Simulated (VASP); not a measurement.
# LuH2 (Fm-3m) in VASP: notebook, part 3 of 4

VASP 6.6.1. Earlier steps stand in the parts before.

### 4 Single point, PBEsol

The input, INCAR:

```
SYSTEM = LuH2
ALGO = Normal
EDIFF = 1E-6
ENCUT = 520
GGA = PS
ISIF = 2
ISMEAR = 0
LASPH = .TRUE.
LCHARG = .TRUE.
LELF = .TRUE.
LREAL = .FALSE.
LVHAR = .TRUE.
LWAVE = .FALSE.
NBANDS = 20
NELM = 100
PREC = Accurate
SIGMA = 0.1
```

The input, KPOINTS:

```
k-points
0
G
  14 14 14
  0 0 0
```

The input, POSCAR:

```
LuH2
1.0
    0.0000000000      2.4793084034      2.4793084034
    2.4793084034      0.0000000000      2.4793084034
    2.4793084034      2.4793084034      0.0000000000
Lu H
1 2
Direct
    0.0000000000      0.0000000000      0.0000000000
    0.2500000000      0.2500000000      0.2500000000
    0.7500000000      0.7500000000      0.7500000000
```

Potentials or basis: VASP PAW PBE potentials, release 64 (Lu, H).

Command:

```bash
$ cat potpaw_PBE.64/Lu/POTCAR potpaw_PBE.64/H/POTCAR > POTCAR
$ mpirun -np 1 vasp_std > vasp.out
```

OUTCAR:

```text
SYSTEM = LuH2
   EDIFF = 1E-6
   ENCUT = 520
   GGA = PS
   ISIF = 2
   ISMEAR = 0
   LASPH = .TRUE.
   LREAL = .FALSE.
   NELM = 100
   PREC = Accurate

 ion  position               nearest neighbor table
   1  0.000  0.000  0.000-   3 2.15   3 2.15   3 2.15   2 2.15   3 2.15   2 2.15   2 2.15   2 2.15

   2  0.250  0.250  0.250-   1 2.15   1 2.15   1 2.15   1 2.15
   3  0.750  0.750  0.750-   1 2.15   1 2.15   1 2.15   1 2.15

  LATTYP: Found a face centered cubic cell.
 ALAT       =     4.9586168068

  Lattice vectors:

 A1 = (   0.0000000000,   2.4793084034,   2.4793084034)
 A2 = (   2.4793084034,   0.0000000000,   2.4793084034)
 A3 = (   2.4793084034,   2.4793084034,   0.0000000000)

Analysis of symmetry for initial positions (statically):
=====================================================================
 Subroutine PRICEL returns:
 Original cell was already a primitive cell.

 Routine SETGRP: Setting up the symmetry group for a
 face centered cubic supercell.

 Subroutine GETGRP returns: Found 48 space group operations
 (whereof 48 operations were pure point group operations)
 out of a pool of 48 trial point group operations.

The static configuration has the point symmetry O_h .

Analysis of symmetry for dynamics (positions and initial velocities):
=====================================================================
 Subroutine PRICEL returns:
 Original cell was already a primitive cell.

 Routine SETGRP: Setting up the symmetry group for a
 face centered cubic supercell.

 Subroutine GETGRP returns: Found 48 space group operations
 (whereof 48 operations were pure point group operations)
 out of a pool of 48 trial point group operations.

The dynamic configuration has the point symmetry O_h .

 Subroutine INISYM returns: Found 48 space group operations
 (whereof 48 operations are pure point group operations),
 and found     1 'primitive' translations

[... 110 lines left out ...]
   EFERMI =   0.00;   METHOD = LEGACY
   ISMEAR =     0;   SIGMA  =   0.10  broadening in eV -4-tet -1-fermi 0-gaus
   EFERMI_NEDOS =   21; number of points for ismear=-14 and -15
   IALGO  =     38    algorithm
   IMIX   =      4    mixing-type and parameters
     AMIX     =   0.40;   BMIX     =  1.00
     AMIX_MAG =   1.60;   BMIX_MAG =  1.00
  volume/ion in A,a.u.               =      10.16        68.56
  Fermi-wavevector in a.u.,A,eV,Ry     =   1.572252  2.971126 33.633287  2.471977
  Thomas-Fermi vector in A             =   2.673714
   LORBIT       =      0    0 simple, 1 ext, 2 COOP (PROOUT), +10 PAW based schemes
   GGA     = PS    functional components
   LHFCALC =     F    Hartree Fock is set to
   AEXX    =    0.0000 exact exchange contribution
   IVDW    =     0    specifies the selected vdW correction
   LEPSILON=     F    determine dielectric tensor
   LRPA    =     F    only Hartree local field effects (RPA)
 non-spin polarized calculation
 Gauss-broadening in eV      SIGMA  =   0.10
  energy-cutoff  :      520.00
  volume of cell :       30.48
 maximum number of plane-waves:       869
 NGX is ok and might be reduce to    28
   NGX = 13   NGY = 13   NGZ = 13

 number of electron      26.9999997 magnetization

 Free energy of the ion-electron system (eV)
  ---------------------------------------------------
  ext. energy  EPLUGINS =         0.00000000
  ---------------------------------------------------
  free energy    TOTEN  =       -13.70043736 eV

  energy without entropy =      -13.69689077  energy(sigma->0) =      -13.69866406

 E-fermi :   2.6688     XC(G=0): -11.4111

 val. band max:        2.6139709199   @ k =  -0.3571   0.2143   0.0000
 cond. band min:       2.6926628526   @ k =   0.4286   0.2143   0.0000
 fundamental gap:      0.0786919326
 Fermi energy:         2.6687603912

 k-point     1 :       0.0000    0.0000    0.0000
  band No.  band energies     occupation
      1     -53.3135      2.00000
      2     -23.8110      2.00000
      3     -23.8110      2.00000
      4     -23.8110      2.00000
      5      -6.7673      2.00000
      6      -2.4455      2.00000
[... 541 lines left out ...]
     19      11.6692      0.00000
     20      13.5875      0.00000

 [... further k-points ...]
[... 5 lines left out ...]
  --------------------------------------------------------------------------------------
  -------------------------------------------------------------------------------------
  Total        0.0648701      0.0648701      0.0648701      0.0000000      0.0000000      0.0000000
  in kB        3.4098358      3.4098358      3.4098358      0.0000000      0.0000000      0.0000000
  external PRESSURE =       3.4098358 kB  Pullay stress =       0.0000000 kB

 VOLUME and BASIS-vectors are now :
 -----------------------------------------------------------------------------
  energy-cutoff  :      520.00
  volume of cell :       30.48
      direct lattice vectors                 reciprocal lattice vectors
     0.000000000  2.479308403  2.479308403    -0.201669143  0.201669143  0.201669143
     2.479308403  0.000000000  2.479308403     0.201669143 -0.201669143  0.201669143
     2.479308403  2.479308403  0.000000000     0.201669143  0.201669143 -0.201669143

 POSITION                                       TOTAL-FORCE (eV/Angst)
 -----------------------------------------------------------------------------------
      0.00000      0.00000      0.00000         0.000000      0.000000     -0.000000
      1.23965      1.23965      1.23965         0.000000      0.000000      0.000000
      3.71896      3.71896      3.71896        -0.000000     -0.000000     -0.000000
 -----------------------------------------------------------------------------------
    total drift:                               -0.000000     -0.000000     -0.000000

  FREE ENERGIE OF THE ION-ELECTRON SYSTEM (eV)
  ---------------------------------------------------
  free  energy   TOTEN  =       -13.7004373579 eV

  energy  without entropy=      -13.6968907661  energy(sigma->0) =      -13.69866406
```

OSZICAR:

```text
N       E                     dE             d eps       ncg     rms          rms(c)
DAV:   1     0.974070056023E+02    0.97407E+02   -0.10733E+04  5260   0.444E+03
DAV:   2    -0.639954680128E+01   -0.10381E+03   -0.10054E+03  4464   0.414E+02
DAV:   3    -0.142030911554E+02   -0.78035E+01   -0.77273E+01  4736   0.796E+01
DAV:   4    -0.144644708412E+02   -0.26138E+00   -0.26029E+00  5820   0.126E+01
DAV:   5    -0.144692933290E+02   -0.48225E-02   -0.48215E-02  4876   0.170E+00    0.702E+00
DAV:   6    -0.138594105731E+02    0.60988E+00   -0.90181E-01  6684   0.238E+01    0.348E+00
DAV:   7    -0.137003275853E+02    0.15908E+00   -0.29694E-01  6316   0.674E+00    0.742E-01
DAV:   8    -0.136998580745E+02    0.46951E-03   -0.55841E-02  5484   0.147E+00    0.231E-01
DAV:   9    -0.137003135183E+02   -0.45544E-03   -0.15387E-03  6444   0.778E-01    0.963E-02
DAV:  10    -0.137004353507E+02   -0.12183E-03   -0.29579E-04  6804   0.201E-01    0.270E-02
DAV:  11    -0.137004372712E+02   -0.19204E-05   -0.23807E-05  6140   0.521E-02    0.129E-02
DAV:  12    -0.137004373579E+02   -0.86736E-07   -0.33630E-06  5976   0.587E-02
   1 F= -.13700437E+02 E0= -.13698664E+02  d E =-.354659E-02
```

stdout:

```text
POSCAR found type information on POSCAR LuH
 POSCAR found :  2 types and       3 ions
 scaLAPACK will be used
 -----------------------------------------------------------------------------
|                                                                             |
|                                                                             |
|     You enforced a specific xc type in the INCAR file but a different       |
|     I HOPE YOU KNOW WHAT YOU ARE DOING!                                     |
|                                                                             |
 -----------------------------------------------------------------------------

 LDA part: xc-table for (Slater+PW92), standard interpolation
 POSCAR, INCAR and KPOINTS ok, starting setup
 FFT: planning ... GRIDC
 FFT: planning ... GRID_SOFT
 FFT: planning ... GRID
 WAVECAR not read
 entering main loop
```

It took 65 s on 1 thread of Intel Xeon Platinum 8259CL at 2.50GHz (Skylake/Cascade Lake), shared host; peak memory 0.21 GiB.

What came out:

| Item | Value |
| --- | --- |
| Free energy | -13.7004 eV |
| Pressure | 0.3 GPa |

Caveat: the PAW data sets were made with another functional, which shifts forces and pressure a little; spin-orbit coupling is left out, which moves the levels of the heavy elements.

### 5 Relaxation of cell and atoms, PBEsol

This run uses another cell than the first one, of 10.62 Å³/atom, 1.045 times its volume.

The input, INCAR:

```
  PREC = Accurate
  ENCUT = 600
  EDIFF = 1E-7
  ISMEAR = 0
  SIGMA = 0.1
  LREAL = False
  LASPH = True
  NELM = 100
  ALGO = Normal
  ISIF = 3
  LWAVE = False
  LCHARG = False
  GGA = PS
  IBRION = 2
  NSW = 100
  EDIFFG = -0.005
```

The input, KPOINTS:

```
Automatic mesh
0
Gamma
  14 14 14
```

The input, POSCAR:

```
LuH2
1.0
    0.0000000000      2.5165000000      2.5165000000
    2.5165000000      0.0000000000      2.5165000000
    2.5165000000      2.5165000000      0.0000000000
Lu H
1 2
Direct
    0.0000000000      0.0000000000      0.0000000000
    0.2500000000      0.2500000000      0.2500000000
    0.7500000000      0.7500000000      0.7500000000
```

Potentials or basis: VASP PAW PBE potentials, release 64 (Lu, H).

Command:

```bash
$ cat potpaw_PBE.64/Lu/POTCAR potpaw_PBE.64/H/POTCAR > POTCAR
$ mpirun -np 1 vasp_std > vasp.out
```

OUTCAR:

```text
PREC = Accurate
   ENCUT = 600
   EDIFF = 1E-7
   ISMEAR = 0
   LREAL = False
   LASPH = True
   NELM = 100
   ISIF = 3
   GGA = PS
   IBRION = 2
   NSW = 100
   EDIFFG = -0.005

 ion  position               nearest neighbor table
   1  0.000  0.000  0.000-   3 2.18   3 2.18   3 2.18   2 2.18   2 2.18   2 2.18   3 2.18   2 2.18

   2  0.250  0.250  0.250-   1 2.18   1 2.18   1 2.18   1 2.18
   3  0.750  0.750  0.750-   1 2.18   1 2.18   1 2.18   1 2.18

  LATTYP: Found a face centered cubic cell.
 ALAT       =     5.0330000000

  Lattice vectors:

 A1 = (   0.0000000000,   2.5165000000,   2.5165000000)
 A2 = (   2.5165000000,   0.0000000000,   2.5165000000)
 A3 = (   2.5165000000,   2.5165000000,   0.0000000000)

Analysis of symmetry for initial positions (statically):
=====================================================================
 Subroutine PRICEL returns:
 Original cell was already a primitive cell.

 Routine SETGRP: Setting up the symmetry group for a
 face centered cubic supercell.

 Subroutine GETGRP returns: Found 48 space group operations
 (whereof 48 operations were pure point group operations)
[... 170 lines left out ...]

  FORCE on cell =-STRESS in cart. coord.  units (eV):
  Direction    XX          YY          ZZ          XY          YZ          ZX
  --------------------------------------------------------------------------------------
  -------------------------------------------------------------------------------------
  Total       -0.7291943     -0.7291943     -0.7291943      0.0000000     -0.0000000      0.0000000
  in kB      -36.6549869    -36.6549869    -36.6549869      0.0000000     -0.0000000      0.0000000
  external PRESSURE =     -36.6549869 kB  Pullay stress =       0.0000000 kB
[... 98 lines left out ...]
--------------------------------------- Ionic step        4  -------------------------------------------

 number of electron      26.9999997 magnetization

 Free energy of the ion-electron system (eV)
  ---------------------------------------------------
  ext. energy  EPLUGINS =         0.00000000
  ---------------------------------------------------
  free energy    TOTEN  =       -13.70207998 eV

  energy without entropy =      -13.69852679  energy(sigma->0) =      -13.70030339

 E-fermi :   2.6555     XC(G=0): -11.3913

 val. band max:        2.6005178264   @ k =  -0.3571   0.2143   0.0000
 cond. band min:       2.6794632646   @ k =   0.4286   0.2143   0.0000
 fundamental gap:      0.0789454382
 Fermi energy:         2.6555359358

 k-point     1 :       0.0000    0.0000    0.0000
  band No.  band energies     occupation
      1     -53.3405      2.00000
      2     -23.8396      2.00000
      3     -23.8396      2.00000
      4     -23.8396      2.00000
      5      -6.7664      2.00000
      6      -2.4665      2.00000
[... 457 lines left out ...]
      4     -23.9020      2.00000
      5      -5.1179      2.00000
      6      -2.4962      2.00000
[... 9 lines left out ...]
     16       5.7415      0.00000
     17       7.6866      0.00000

 [... further k-points ...]
[... 5 lines left out ...]
  --------------------------------------------------------------------------------------
  -------------------------------------------------------------------------------------
  Total        0.0067392      0.0067392      0.0067392     -0.0000000      0.0000000     -0.0000000
  in kB        0.3528411      0.3528411      0.3528411     -0.0000000      0.0000000     -0.0000000
  external PRESSURE =       0.3528411 kB  Pullay stress =       0.0000000 kB
[... 18 lines left out ...]
  FREE ENERGIE OF THE ION-ELECTRON SYSTEM (eV)
  ---------------------------------------------------
  free  energy   TOTEN  =       -13.7020799809 eV

  energy  without entropy=      -13.6985267898  energy(sigma->0) =      -13.70030339

 reached required accuracy - stopping structural energy minimisation
```

OSZICAR:

```text
N       E                     dE             d eps       ncg     rms          rms(c)
DAV:   1     0.954091193912E+02    0.95409E+02   -0.12416E+04  4344   0.569E+03
DAV:   2    -0.778363530066E+01   -0.10319E+03   -0.10165E+03  3603   0.390E+02
DAV:   3    -0.141503070672E+02   -0.63667E+01   -0.63266E+01  4371   0.844E+01
[... 41 lines left out ...]
DAV:   5    -0.137020784537E+02   -0.29681E-04   -0.52265E-05  6747   0.852E-02    0.378E-03
DAV:   6    -0.137020793545E+02   -0.90085E-06   -0.18611E-06  5106   0.185E-02    0.187E-03
DAV:   7    -0.137020798593E+02   -0.50473E-06   -0.42670E-07  5246   0.750E-03    0.598E-04
DAV:   8    -0.137020799802E+02   -0.12092E-06   -0.52588E-08  2611   0.432E-03    0.168E-04
DAV:   9    -0.137020799809E+02   -0.73396E-09   -0.20337E-08  2129   0.978E-04
   4 F= -.13702080E+02 E0= -.13700303E+02  d E =-.148794E-01
```

CONTCAR:

```text
LuH2
   1.00000000000000
     0.0000000000000000    2.4825832589179533    2.4825832589179533
     2.4825832589179533    0.0000000000000000    2.4825832589179533
     2.4825832589179533    2.4825832589179533    0.0000000000000000
  Lu              H
     1     2
Direct
     1.0000000000000000    0.0000000000000000    0.0000000000000000
     0.2500000000000000    0.2500000000000000    0.2500000000000000
     0.7500000000000000    0.7500000000000000    0.7500000000000000

  0.00000000E+00  0.00000000E+00  0.00000000E+00
  0.00000000E+00  0.00000000E+00  0.00000000E+00
  0.00000000E+00  0.00000000E+00  0.00000000E+00
```

It took 3.7 min on 1 thread of Intel Xeon Platinum 8259CL at 2.50GHz (Skylake/Cascade Lake), shared host; peak memory 0.23 GiB.

What came out:

| Item | Value |
| --- | --- |
| Free energy | -13.7021 eV |
| Relaxed volume | 10.20 Å³/atom |
| Relaxed cell | a = 3.511 Å, b = 3.511 Å, c = 3.511 Å, α = 60.00°, β = 60.00°, γ = 60.00° |
| Space group after relaxing (to 0.05 Å) | Fm-3m (No. 225) |
| Energy gained by relaxing | 5.0 meV/atom |
| Ionic steps | 4 |
| Pressure after relaxing | 0.0 GPa |

The path:
```
step  energy change (eV)  largest force (eV/Å)  pressure (GPa)  volume (Å³)
   1              0.0000                0.0000           -3.67        31.87
   2             -0.0146                0.0000           -0.44        30.76
   3             -0.0149                0.0000           -0.09        30.63
   4             -0.0149                0.0000            0.04        30.60
```

Final structure:
```cif
data_structure
_symmetry_space_group_name_H-M 'P 1'
_symmetry_Int_Tables_number 1
_cell_length_a 3.5109
_cell_length_b 3.5109
_cell_length_c 3.5109
_cell_angle_alpha 60.000
_cell_angle_beta 60.000
_cell_angle_gamma 60.000
_cell_volume 30.60
loop_
_atom_site_label
_atom_site_type_symbol
_atom_site_fract_x
_atom_site_fract_y
_atom_site_fract_z
_atom_site_occupancy
Lu1 Lu 0.00000 0.00000 0.00000 1
H1 H 0.25000 0.25000 0.25000 1
H2 H 0.75000 0.75000 0.75000 1
```

Levels at points of the mesh, in eV from the Fermi level:
| k point | band 9 | band 10 | band 11 | band 12 | band 13 | band 14 | band 15 | band 16 | band 17 |
| --- | --- | --- | --- | --- | --- | --- | --- | --- | --- |
| (0.00, 0.00, 0.00) | -4.78 | -4.70 | -4.70 | -4.70 | -0.31 | 1.42 | 1.42 | 1.42 | 4.38 |
| (0.50, 0.00, 0.00) | -4.76 | -4.72 | -4.72 | -4.70 | -3.76 | 1.50 | 1.50 | 5.06 | 5.99 |
| (0.50, 0.50, 0.00) | -4.77 | -4.74 | -4.73 | -4.73 | -3.81 | -2.40 | 6.21 | 6.30 | 6.30 |

Caveat: the PAW data sets were made with another functional, which shifts forces and pressure a little; spin-orbit coupling is left out, which moves the levels of the heavy elements.

(Continued in part 4 of 4.)
